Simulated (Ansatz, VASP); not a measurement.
Be in VASP and in Ansatz

Contents of INCAR:

```
SYSTEM = Be
PREC     = Accurate       ! precision mode
ENCUT    = 520            ! plane-wave cutoff, eV
EDIFF    = 1E-6           ! SCF threshold, eV
ISMEAR   = 0              ! smearing method
SIGMA    = 0.15           ! smearing width, eV
LREAL    = .False.        ! projectors in reciprocal space
LASPH    = .True.         ! aspherical terms in the spheres
NELM     = 80             ! most SCF steps
ALGO     = Normal         ! electronic algorithm
ISIF     = 2              ! what is computed and relaxed
LWAVE    = .False.        ! write WAVECAR
LCHARG   = .True.         ! write CHGCAR
GGA      = PS             ! functional
LELF     = .True.         ! ELF
LVHAR    = .True.       
NBANDS   = 7              ! bands
```

Contents of KPOINTS:

```
Automatic mesh
0
Gamma
  26 26 26
  0 0 0
```

File POSCAR:

```
Be
1.0
   -1.2343241370      1.2343241370      1.2719177656
    1.2343241370     -1.2343241370      1.2719177656
    1.2343241370      1.2343241370     -1.2719177656
Be
1
Direct
    0.0000000000      0.0000000000      0.0000000000
```

Input for Ansatz:

```yaml
crystal:
  lattice:
    - [-1.234324137, 1.234324137, 1.2719177656]
    - [1.234324137, -1.234324137, 1.2719177656]
    - [1.234324137, 1.234324137, -1.2719177656]
  atoms:
    - { symbol: Be, position: [0.0, 0.0, 0.0] }
basis:
  ecutwfc: 420
kpoints:
  mp_grid: { grid: [26, 26, 26] }
hamiltonian:
  xc: pbesol
scf:
  occupations: { method: gaussian, width: 0.15 }
output:
  forces: true
  stress: true
  eigenvalues: true
```

Change from the starting cell: strain -0.015 along x and y, +0.015 along z, atoms carried along.

Alike in both runs: task single point; functional PBEsol; k mesh 26 × 26 × 26; occupations gaussian, width 0.15 eV; no spin polarisation.

|  | VASP | Ansatz |
| --- | --- | --- |
| version | VASP 6.6.1 | Ansatz 0.2.0 |
| potentials or method | VASP PAW PBE potentials, release 64 (Be), cutoff 520 eV | scalar-relativistic, plane waves, PAW |
| valence electrons in the cell | 2 | 2 |

VASP gave:

```
gap on the k mesh at the Fermi level (eV)                     : none
pressure (GPa)                                                : 0.3
traceless stress, the component that is largest in VASP (GPa) : -2.38
```

Task: Estimate Ansatz's values.

Result: gap on the k mesh at the Fermi level (eV): none; pressure (GPa): -0.1; traceless stress, the component that is largest in VASP (GPa): -2.37.

VASP's potentials were made for PBE, not for PBEsol. A gap of «none» marks a metal or a gap that the smearing closes.
